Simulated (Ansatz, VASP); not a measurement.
**Hf in VASP and in Ansatz**

```xyz
2
Lattice="2.3446 0.0000 0.0000 -1.1723 2.0304 0.0000 0.0000 0.0000 4.0853" Properties=species:S:1:pos:R:3 pbc="T T T"
Hf    0.0000    1.3536    1.0213
Hf    1.1723    0.6768    3.0640
```

Change from the starting cell: volume scaled by 0.45, LAPW.

Alike in both runs: task single point; functional PBEsol; k mesh 14 × 14 × 8; occupations fermi-dirac, width 0.08 eV; no spin polarisation.

|  | VASP | Ansatz |
| --- | --- | --- |
| version | VASP 6.6.1 | Ansatz 0.2.0 |
| potentials or method | VASP PAW PBE potentials, release 64 (Hf_pv), cutoff 520 eV | all-electron LAPW, scalar-relativistic |

Ansatz gave:

* pressure (GPa): 369.8
* traceless stress, the component that is largest in VASP (GPa): 0.12

Q: What did VASP give for the same quantities?

A: Pressure (GPa): 362.6; traceless stress, the component that is largest in VASP (GPa): -0.34.

VASP's potentials were made for PBE, not for PBEsol. Both programs put the cell under a high pressure, so it lies far from rest at this level. Ansatz ran all-electron here, and VASP with PAW potentials.

Neither program's run includes spin-orbit coupling. Noted on VASP's run: the cell as given lies far from equilibrium.
